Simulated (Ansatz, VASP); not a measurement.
MgO: VASP beside Ansatz

POSCAR

```
MgO
1.0
    0.0000000000      2.1021086852      2.1021086852
    2.1021086852      0.0000000000      2.1021086852
    2.1021086852      2.1021086852      0.0000000000
Mg O
1 1
Direct
    0.0356784597     -0.0356784597      0.0356784597
    0.5000000000      0.5000000000      0.5000000000
```

The input INCAR.step1:

```
SYSTEM = MgO
PREC = Accurate
ENCUT = 520
ISMEAR = 0
SIGMA = 0.05
LREAL = .FALSE.
LASPH = .TRUE.
NELM = 60
NBANDS = 11
GGA = PE
ALGO = Normal
EDIFF = 1E-4
LWAVE = .TRUE.
LCHARG = .FALSE.
```

The input INCAR.step2:

```
SYSTEM = MgO
PREC = Accurate
ENCUT = 520
EDIFF = 1E-7
ISMEAR = 0
SIGMA = 0.05
LREAL = .FALSE.
LASPH = .TRUE.
NELM = 60
ALGO = Normal
ISIF = 2
LWAVE = .FALSE.
LCHARG = .FALSE.
METAGGA = R2SCAN
LMIXTAU = .TRUE.
NBANDS = 11
ISTART = 1
```

File KPOINTS:

```
regular mesh
0
G
  10 10 10
  0 0 0
```

Input for Ansatz:

```yaml
crystal:
  lattice:
    - [0.0, 2.1021086852, 2.1021086852]
    - [2.1021086852, 0.0, 2.1021086852]
    - [2.1021086852, 2.1021086852, 0.0]
  atoms:
    - { symbol: Mg, position: [0.0356784597, -0.0356784597, 0.0356784597] }
    - { symbol: O, position: [0.5, 0.5, 0.5] }
basis:
  ecutwfc: 500
kpoints:
  mp_grid: { grid: [10, 10, 10] }
hamiltonian:
  xc: r2scan
scf:
  occupations: { method: gaussian, width: 0.05 }
output:
  forces: true
  stress: true
  eigenvalues: true
```

Change from the starting cell: all Mg atoms moved +0.150 Å, as atom 1 along Cartesian [0 1 0].

Alike in both runs: task single point; functional r2SCAN; k mesh 10 × 10 × 10; occupations gaussian, width 0.05 eV; no spin polarisation.

|  | VASP | Ansatz |
| --- | --- | --- |
| version | VASP 6.6.1 | Ansatz 0.2.0 |
| potentials or method | VASP PAW PBE potentials, release 64 (Mg, O), cutoff 520 eV | scalar-relativistic, plane waves, PAW |
| valence electrons in the cell | 8 | 16 |

|  | VASP | Ansatz | Ansatz less VASP |
| --- | --- | --- | --- |
| gap on the k mesh at the Fermi level (eV) | 5.65 | 5.68 | +0.025 |
| least direct gap on the mesh (eV) | 5.65 | 5.68 | +0.025 |
| pressure (GPa) | 1.3 | 2.3 | +1.08 |
| traceless stress, the component that is largest in VASP (GPa) | 5.83 | 5.70 | -0.131 |
| rms of the force components (eV/Å) | 0.573 | 0.567 | -0.0058 |

VASP's potentials were made for PBE, not for r2SCAN. Atom by atom the forces differ by 0.006 eV/Å (rms over components). VASP's potentials hold 8 valence electrons a cell and Ansatz's 16, so a difference there can come from the potentials and not from the codes.
